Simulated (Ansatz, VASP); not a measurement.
ZnS in VASP and in Ansatz

File INCAR:

```
PREC = Accurate ; ENCUT = 520
EDIFF = 1E-7 ; ISMEAR = 0
SIGMA = 0.05 ; LREAL = F
LASPH = T ; NELM = 80
ALGO = Normal ; ISIF = 2
LWAVE = F ; LCHARG = F
GGA = PE ; NBANDS = 46
```

KPOINTS

```
regular mesh
0
Gamma
  8 8 3
```

POSCAR

```
ZnS
1.0
   -3.8109987816      0.0000000000      0.0000000000
   -1.9054993908     -3.3004217586      0.0000000000
   -4.2873736293     -2.4753163190     12.4680000000
Zn S
4 4
Direct
   -0.1569791667     -0.1569791667      0.6537500000
    0.2180208333      0.2180208333      0.1537500000
   -0.0111458333     -0.0111458333      0.9037500000
    0.3638541667      0.3638541667      0.4037500000
   -0.3013541667     -0.3013541667      0.8462500000
    0.0736458333      0.0736458333      0.3462500000
    0.5944791667      0.5944791667      0.0962500000
    0.2194791667      0.2194791667      0.5962500000
```

Input for Ansatz:

```yaml
crystal:
  lattice:
    - [-3.8109987816, 0.0, 0.0]
    - [-1.9054993908, -3.3004217586, 0.0]
    - [-4.2873736293, -2.475316319, 12.468]
  atoms:
    - { symbol: Zn, position: [-0.1569791667, -0.1569791667, 0.65375] }
    - { symbol: Zn, position: [0.2180208333, 0.2180208333, 0.15375] }
    - { symbol: Zn, position: [-0.0111458333, -0.0111458333, 0.90375] }
    - { symbol: Zn, position: [0.3638541667, 0.3638541667, 0.40375] }
    - { symbol: S, position: [-0.3013541667, -0.3013541667, 0.84625] }
    - { symbol: S, position: [0.0736458333, 0.0736458333, 0.34625] }
    - { symbol: S, position: [0.5944791667, 0.5944791667, 0.09625] }
    - { symbol: S, position: [0.2194791667, 0.2194791667, 0.59625] }
basis:
  ecutwfc: 420
kpoints:
  mp_grid: { grid: [8, 8, 3] }
hamiltonian:
  xc: pbe
scf:
  occupations: { method: gaussian, width: 0.05 }
output:
  forces: true
  stress: true
  eigenvalues: true
```

Alike in both runs: task single point; functional PBE; k mesh 8 × 8 × 3; occupations gaussian, width 0.05 eV; no spin polarisation.

|  | VASP | Ansatz |
| --- | --- | --- |
| version | VASP 6.6.1 | Ansatz 0.2.0 |
| potentials or method | VASP PAW PBE potentials, release 64 (Zn, S), cutoff 520 eV | scalar-relativistic, plane waves, PAW |
| valence electrons in the cell | 72 | 72 |

Ansatz gave:

- gap on the k mesh at the Fermi level (eV): 1.42
- least direct gap on the mesh (eV): 1.42
- pressure (GPa): 2.2
- traceless stress, the component that is largest in VASP (GPa): -1.71
- rms of the force components (eV/Å): 0.222

Q: Estimate VASP's values.

A: gap on the k mesh at the Fermi level (eV): 1.43; least direct gap on the mesh (eV): 1.43; pressure (GPa): 2.4; traceless stress, the component that is largest in VASP (GPa): -1.71; rms of the force components (eV/Å): 0.223.

Atom by atom the forces differ by 0.004 eV/Å (rms over components).
